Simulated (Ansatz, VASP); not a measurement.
KZnF3 in VASP and in Ansatz

INCAR

```
SYSTEM = KZnF3
  ALGO = Normal
  EDIFF = 1E-6
  ENCUT = 520
  GGA = PE
  ISIF = 2
  ISMEAR = 0
  LASPH = .TRUE.
  LCHARG = .FALSE.
  LREAL = .FALSE.
  LWAVE = .FALSE.
  NBANDS = 29
  NELM = 100
  PREC = Accurate
  SIGMA = 0.05
```

The input KPOINTS:

```
k-points
0
G
  6 6 6
  0 0 0
```

POSCAR

```
KZnF3
1.0
    4.0500000000      0.0000000000      0.0000000000
    0.0000000000      4.0500000000      0.0354375000
    0.0000000000      0.0354375000      4.0500000000
K Zn F
1 1 3
Direct
    0.0000000000      0.0000000000      0.0000000000
    0.5000000000      0.5000000000      0.5000000000
    0.5000000000      0.5000000000      0.0000000000
    0.0000000000      0.5000000000      0.5000000000
    0.5000000000      0.0000000000      0.5000000000
```

Input for Ansatz:

```yaml
crystal:
  lattice:
    - [4.05, 0.0, 0.0]
    - [0.0, 4.05, 0.0354375]
    - [0.0, 0.0354375, 4.05]
  atoms:
    - { symbol: K, position: [0.0, 0.0, 0.0] }
    - { symbol: Zn, position: [0.5, 0.5, 0.5] }
    - { symbol: F, position: [0.5, 0.5, 0.0] }
    - { symbol: F, position: [0.0, 0.5, 0.5] }
    - { symbol: F, position: [0.5, 0.0, 0.5] }
basis:
  ecutwfc: 420
kpoints:
  mp_grid: { grid: [6, 6, 6] }
hamiltonian:
  xc: pbe
scf:
  occupations: { method: gaussian, width: 0.05 }
output:
  forces: true
  stress: true
  eigenvalues: true
```

Change from the starting cell: strain +0.0175 x Voigt [0, 0, 0, 1, 0, 0], atoms carried along.

Alike in both runs: task single point; functional PBE; k mesh 6 × 6 × 6; occupations gaussian, width 0.05 eV; no spin polarisation.

```csv
,VASP,Ansatz
version,VASP 6.6.1,Ansatz 0.2.0
potentials or method,"VASP PAW PBE potentials, release 64 (K_sv, Zn, F), cutoff 520 eV","scalar-relativistic, plane waves, PAW"
valence electrons in the cell,42,42
```

VASP gave:

* gap on the k mesh at the Fermi level (eV): 3.79
* least direct gap on the mesh (eV): 5.61
* pressure (GPa): 5.0
* traceless stress, the component that is largest in VASP (GPa): -0.59

**Question.** What did Ansatz give for the same quantities?

**Answer.** gap on the k mesh at the Fermi level (eV): 3.86; least direct gap on the mesh (eV): 5.65; pressure (GPa): 4.6; traceless stress, the component that is largest in VASP (GPa): -0.60.
